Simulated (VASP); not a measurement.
## KAg2AsP4: single point with PBE

The system is KAg2AsP4.

```xyz
8
Lattice="-3.2973 3.2973 3.9555 3.2973 -3.2973 3.9555 3.2973 3.2973 -3.9555" Properties=species:S:1:pos:R:3 pbc="T T T"
Ag    3.2973    0.0000    1.9777
Ag    0.0000    3.2973    1.9777
As    0.0000    0.0000    0.0000
K     0.0000    0.0000    3.9555
P     2.1927   -2.1927    2.8796
P     1.1046    1.1046    1.0759
P    -2.1927    2.1927    2.8796
P     2.1927    2.1927    5.0313
```

```
Program                : VASP 6.6.1
Task                   : single point
Functional             : PBE
Potentials or basis    : VASP PAW PBE potentials, release 64 (Ag, As, K_sv, P)
Cutoff                 : 520 eV
k mesh                 : 7 × 7 × 7
Occupations            : fermi-dirac, width 0.1 eV
Spin                   : no spin polarisation
Dipole correction      : no
Further INCAR settings : ALGO = Normal; EDIFF = 1e-06; NBANDS = 38
```

```json
{
 "Pressure": "24.2 GPa",
 "Largest force": "11.176 eV/Å",
 "Band gap on the k mesh": "zero (band 28 reaches 5.11 eV, above the bottom of band 29 at 4.41 eV)"
}
```

Forces in eV/Å, atoms in the order of the input:
```
Ag   0.000  0.000  0.000
Ag   0.000  0.000  0.000
As   0.000  0.000  0.000
K    0.000  0.000  0.000
P   -6.564  6.564 -6.223
P    6.564  6.564  6.223
P    6.564 -6.564 -6.223
P   -6.564 -6.564  6.223
```

Stress tensor (GPa, compression positive):
```
23.59  0.00  0.00
 0.00 23.59  0.00
 0.00  0.00 25.48
```

Levels at points of the mesh, in eV from the Fermi level:
```csv
k point,band 25,band 26,band 27,band 28,band 29,band 30,band 31,band 32
"(0.00, 0.00, 0.00)",-1.50,-0.76,-0.76,0.12,0.12,0.59,2.90,4.09
```

It took 8.8 min on 1 thread of Oxide Virtual Turin-like Processor, on a shared host, peak memory 0.44 GiB.

Caveat: forces of over 1 eV/Å act on the atoms, so gaps and moduli don't describe the material at rest.
